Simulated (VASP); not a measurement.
# MoS2 (P6_3/mmc) in VASP: phonons with r2SCAN

Aim: the phonons of MoS2 with r2SCAN.

Program: VASP 6.6.1. These are calculated values, not measurements. Logs are shortened: lines on timing, memory, paths and dates and some standing lists are left out, and cuts for length are marked.

## 1. The cell of the first run

The structure is hexagonal, space group P6_3/mmc (No. 194). The conventional cell has a = 3.080 Å, b = 3.080 Å, c = 11.322 Å, α = 90.00°, β = 90.00°, γ = 120.00°. Mo (site symmetry -6m2) has 6 S at 2.36 Å and 6 Mo at 3.08 Å within 3.1 Å. S (site symmetry 3m) has 3 Mo at 2.36 Å and 10 S at 3.08 to 3.12 Å within 3.2 Å.

## 2. Phonons, r2SCAN

Input file INCAR:

```
ALGO = Normal ; EDIFF = 1E-8
ENCUT = 550 ; GGA_COMPAT = False
IBRION = 6 ; ISIF = 2
ISMEAR = 0 ; LASPH = True
LCHARG = False ; LMIXTAU = True
LREAL = False ; LWAVE = False
METAGGA = R2SCAN ; NBANDS = 35
NELM = 120 ; NFREE = 2
NSW = 1 ; POTIM = 0.015
PREC = Accurate ; SIGMA = 0.01
```

Input file KPOINTS:

```
k-points
0
Gamma
  6 6 2
```

Input file POSCAR:

```
MoS2
1.0
    3.0799818969      0.0000000000      0.0000000000
   -1.5399909484      2.6673425659      0.0000000000
    0.0000000000      0.0000000000     11.3218330388
Mo S
2 4
Direct
    0.3333333333      0.6666666667      0.2500000000
    0.6666666667      0.3333333333      0.7500000000
    0.3333333333      0.6666666667      0.6123233651
    0.6666666667      0.3333333333      0.1123233651
    0.3333333333      0.6666666667      0.8876766349
    0.6666666667      0.3333333333      0.3876766349
```

Potentials or basis: VASP PAW PBE potentials, release 64 (Mo_sv, S).

The run is started by

```
$ cat potpaw_PBE.64/Mo_sv/POTCAR potpaw_PBE.64/S/POTCAR > POTCAR
$ mpirun -np 1 vasp_std > vasp.out
```

OUTCAR:

```text
EDIFF = 1E-8
   ENCUT = 550
   IBRION = 6
   ISIF = 2
   ISMEAR = 0
   LASPH = True
   LREAL = False
   METAGGA = R2SCAN
   NELM = 120
   NFREE = 2
   NSW = 1
   POTIM = 0.015
   PREC = Accurate

 ion  position               nearest neighbor table
   1  0.333  0.667  0.250-   4 2.36   6 2.36   4 2.36   6 2.36   4 2.36   6 2.36
   2  0.667  0.333  0.750-   3 2.36   5 2.36   3 2.36   5 2.36   3 2.36   5 2.36
   3  0.333  0.667  0.612-   2 2.36   2 2.36   2 2.36
   4  0.667  0.333  0.112-   1 2.36   1 2.36   1 2.36
   5  0.333  0.667  0.888-   2 2.36   2 2.36   2 2.36
   6  0.667  0.333  0.388-   1 2.36   1 2.36   1 2.36

  LATTYP: Found a hexagonal cell.
 ALAT       =     3.0799818969
 C/A-ratio  =     3.6759414236

  Lattice vectors:

 A1 = (   3.0799818969,   0.0000000000,   0.0000000000)
 A2 = (  -1.5399909484,   2.6673425659,   0.0000000000)
 A3 = (   0.0000000000,   0.0000000000,  11.3218330388)

Analysis of symmetry for initial positions (statically):
=====================================================================
 Subroutine PRICEL returns:
 Original cell was already a primitive cell.

 Routine SETGRP: Setting up the symmetry group for a
 hexagonal supercell.

 Subroutine GETGRP returns: Found 24 space group operations
 (whereof 12 operations were pure point group operations)
 out of a pool of 24 trial point group operations.

The static configuration has the point symmetry D_3d.
 The point group associated with its full space group is D_6h.

Analysis of symmetry for dynamics (positions and initial velocities):
=====================================================================
 Subroutine PRICEL returns:
 Original cell was already a primitive cell.

 Routine SETGRP: Setting up the symmetry group for a
 hexagonal supercell.

 Subroutine GETGRP returns: Found 24 space group operations
 (whereof 12 operations were pure point group operations)
 out of a pool of 24 trial point group operations.

The dynamic configuration has the point symmetry D_3d.
 The point group associated with its full space group is D_6h.

 Subroutine INISYM returns: Found 24 space group operations
 (whereof 12 operations are pure point group operations),
 and found     1 'primitive' translations

----------------------------------------------------------------------------------------

                                     Primitive cell

  volume of cell :      93.0130

  direct lattice vectors                    reciprocal lattice vectors
     3.079981897  0.000000000  0.000000000     0.324677233  0.187452488  0.000000000
    -1.539990948  2.667342566  0.000000000     0.000000000  0.374904976  0.000000000
     0.000000000  0.000000000 11.321833039     0.000000000  0.000000000  0.088324920

  length of vectors
     3.079981897  3.079981897 11.321833039     0.374904976  0.374904976  0.088324920

  position of ions in fractional coordinates (direct lattice)
     0.333333333  0.666666667  0.250000000
     0.666666667  0.333333333  0.750000000
     0.333333333  0.666666667  0.612323365
     0.666666667  0.333333333  0.112323365
     0.333333333  0.666666667  0.887676635
     0.666666667  0.333333333  0.387676635

  ion indices of the primitive-cell ions
   primitive index   ion index
                 1           1
                 2           2
                 3           3
                 4           4
                 5           5
                 6           6

----------------------------------------------------------------------------------------

 KPOINTS: k-points

Automatic generation of k-mesh.
 Grid dimensions read from file:
 generate k-points for:    6    6    2
[... 43 lines left out ...]
 SYSTEM =  unknown system
   PREC   = accura    normal or accurate (medium, high low for compatibility)
   ISTART =      0    job   : 0-new  1-cont  2-samecut
   ICHARG =      2    charge: 1-file 2-atom 10-const
   ISPIN  =      1    spin polarized calculation?
   LNONCOLLINEAR =      F non collinear calculations
   LSORBIT =      F    spin-orbit coupling
   LASPH  =      T    aspherical Exc in radial PAW
   ENCUT  =  550.0 eV  40.42 Ry    6.36 a.u.   5.89  5.89 21.65*2*pi/ulx,y,z
   NELM   =    120;   NELMIN=  2; NELMDL= -5     # of ELM steps
   EDIFF  = 0.1E-07   stopping-criterion for ELM
   LREAL  =      F    real-space projection
   EDIFFG = 0.1E-06   stopping-criterion for IOM
   NSW    =    109    number of steps for IOM
   IBRION =      6    ionic relax: 0-MD 1-quasi-New 2-CG
   NFREE  =      2    steps in history (QN), initial steepest desc. (CG)
   ISIF   =      2    stress and relaxation
   ISYM   =      2    0-nonsym 1-usesym 2-fastsym
   POTIM  = 0.0150    time-step for ionic-motion
   TEBEG  =    0.0;   TEEND  =   0.0 temperature during run
   PSTRESS=    0.0 pullay stress
   NELECT =      52.0000    total number of electrons
   NUPDOWN=      -1.0000    fix difference up-down
   EMIN   =  10.00;   EMAX   =-10.00  energy-range for DOS
   EFERMI =   0.00;   METHOD = LEGACY
   ISMEAR =     0;   SIGMA  =   0.01  broadening in eV -4-tet -1-fermi 0-gaus
   EFERMI_NEDOS =   21; number of points for ismear=-14 and -15
   IALGO  =     38    algorithm
   IMIX   =      4    mixing-type and parameters
     AMIX     =   0.40;   BMIX     =  1.00
     AMIX_MAG =   1.60;   BMIX_MAG =  1.00
  volume/ion in A,a.u.               =      15.50       104.61
  Fermi-wavevector in a.u.,A,eV,Ry     =   1.348636  2.548552 24.746531  1.818819
  Thomas-Fermi vector in A             =   2.476289
   LORBIT       =      0    0 simple, 1 ext, 2 COOP (PROOUT), +10 PAW based schemes
   METAGGA = R2SCAN    functional components
   LHFCALC =     F    Hartree Fock is set to
   AEXX    =    0.0000 exact exchange contribution
   IVDW    =     0    specifies the selected vdW correction
   LEPSILON=     F    determine dielectric tensor
   LRPA    =     F    only Hartree local field effects (RPA)
 finite differences with symmetry
 non-spin polarized calculation
 Gauss-broadening in eV      SIGMA  =   0.01
  energy-cutoff  :      550.00
  volume of cell :       93.01
 maximum number of plane-waves:      2760
 NGX is ok and might be reduce to    24
   NGX = 11   NGY = 11   NGZ = 43

--------------------------------------- Ionic step        1  -------------------------------------------

 number of electron      52.0000000 magnetization

 Free energy of the ion-electron system (eV)
  ---------------------------------------------------
  ext. energy  EPLUGINS =         0.00000000
  ---------------------------------------------------
  free energy    TOTEN  =       -89.39797399 eV

  energy without entropy =      -89.39797399  energy(sigma->0) =      -89.39797399

------------------------ aborting loop because EDIFF is reached ----------------------------------------

  FORCE on cell =-STRESS in cart. coord.  units (eV):
  Direction    XX          YY          ZZ          XY          YZ          ZX
  --------------------------------------------------------------------------------------
  -------------------------------------------------------------------------------------
  Total        8.7710303      8.7710303      8.7154293      0.0000000      0.0000000      0.0000000
  in kB      151.0836561    151.0836561    150.1259127      0.0000000      0.0000000      0.0000000
  external PRESSURE =     150.7644083 kB  Pullay stress =       0.0000000 kB
[... 307 lines left out ...]
--------------------------------------- Ionic step        9  -------------------------------------------

 number of electron      52.0000000 magnetization

 Free energy of the ion-electron system (eV)
  ---------------------------------------------------
  ext. energy  EPLUGINS =         0.00000000
  ---------------------------------------------------
  free energy    TOTEN  =       -89.39567314 eV

  energy without entropy =      -89.39567314  energy(sigma->0) =      -89.39567314

 E-fermi :   9.8118     XC(G=0): -12.4364

 val. band max:        9.6984021135   @ k =   0.0000   0.0000   0.0000
 cond. band min:      10.1485488265   @ k =   0.1667   0.1667   0.0000
 fundamental gap:      0.4501467130
 Fermi energy:         9.8117704440

 k-point     1 :       0.0000    0.0000    0.0000
  band No.  band energies     occupation
      1     -54.0395      2.00000
      2     -54.0350      2.00000
      3     -27.5408      2.00000
      4     -27.5325      2.00000
      5     -27.1943      2.00000
      6     -27.1943      2.00000
[... 554 lines left out ...]
  FREE ENERGIE OF THE ION-ELECTRON SYSTEM (eV)
  ---------------------------------------------------
  free  energy   TOTEN  =       -89.3956731393 eV

  energy  without entropy=      -89.3956731393  energy(sigma->0) =      -89.39567314

 INTERNAL STRAIN TENSORS FROM DISPLACED ATOMS
 ============================================

 INTERNAL STRAIN TENSOR FOR ION    1 for displacements in x,y,z  (eV/Angst):
          X           Y           Z          XY          YZ          ZX
  --------------------------------------------------------------------------------
  x    -0.00000     0.00000     0.00000    -7.92715     0.00000     0.00000
  y    -7.92715     7.92715     0.00000     0.00000     0.00000     0.00000
  z     0.00000     0.00000     0.00000     0.00000     0.00000    -0.00000

 INTERNAL STRAIN TENSOR FOR ION    6 for displacements in x,y,z  (eV/Angst):
          X           Y           Z          XY          YZ          ZX
  --------------------------------------------------------------------------------
  x     0.00000    -0.00000    -0.00000     4.34837    -0.00000   -15.17976
  y     4.34837    -4.34837     0.00000    -0.00000   -15.17977    -0.00000
  z   -11.32904   -11.32904   -28.10195    -0.00000    -0.00000    -0.00000

 Eigenvectors and eigenvalues of the dynamical matrix
 ----------------------------------------------------

   1 f  =   15.177195 THz    95.361126 2PiTHz  506.256717 cm-1    62.767805 meV
             X         Y         Z           dx          dy          dz
     -0.000000  1.778228  2.830458    -0.000000    0.000000   -0.422672
      1.539991  0.889114  8.491375     0.000000   -0.000000    0.422672
     -0.000000  1.778228  6.932623    -0.000000    0.000000   -0.400842
      1.539991  0.889114  1.271706     0.000000   -0.000000    0.400842
     -0.000000  1.778228 10.050127    -0.000000    0.000000   -0.400842
      1.539991  0.889114  4.389210     0.000000   -0.000000    0.400842
[... 145 lines left out ...]
  18 f/i=    0.001078 THz     0.006773 2PiTHz    0.035958 cm-1     0.004458 meV
             X         Y         Z           dx          dy          dz
     -0.000000  1.778228  2.830458    -0.000000    0.000000    0.547396
      1.539991  0.889114  8.491375    -0.000000    0.000000    0.547396
     -0.000000  1.778228  6.932623    -0.000000    0.000000    0.316511
      1.539991  0.889114  1.271706    -0.000000    0.000000    0.316511
     -0.000000  1.778228 10.050127    -0.000000    0.000000    0.316511
      1.539991  0.889114  4.389210    -0.000000    0.000000    0.316511

 ELASTIC MODULI CONTR FROM IONIC RELAXATION (kBar)
 Direction    XX          YY          ZZ          XY          YZ          ZX
 --------------------------------------------------------------------------------
 XX        -471.6340   -251.2777   -896.5996     -0.0000      0.0000      0.0000
 YY        -251.2777   -471.6340   -896.5996     -0.0000      0.0000     -0.0000
 ZZ        -896.5996   -896.5996  -2224.0362     -0.0000      0.0000     -0.0000
 XY          -0.0000     -0.0000     -0.0000   -110.1782      0.0000      0.0000
 YZ          -0.0000      0.0000      0.0000      0.0000  -1402.2724     -0.0000
 ZX           0.0000     -0.0000     -0.0000      0.0000     -0.0000  -1402.2719
 --------------------------------------------------------------------------------
```

It took 30 min on 1 thread of AMD EPYC 9R45 (Zen 5), shared host; peak memory 0.4 GiB.

What came out:

```yaml
Highest_phonon_frequency_at_Γ_LO-TO_splitting_left_out: 506 cm⁻¹
```

Phonon frequencies in cm⁻¹ (negative: imaginary):
| q point | frequencies |
| --- | --- |
| (0.000, 0.000, 0.000) | 0 0 0 62 62 121 300 300 310 310 406 406 407 407 429 455 494 506 |

Caveat: the k points lie up to 0.39 Å⁻¹ apart; the cell stands under pressure or tension, which shifts response properties; the PAW data sets were made with another functional, which shifts forces and pressure a little.
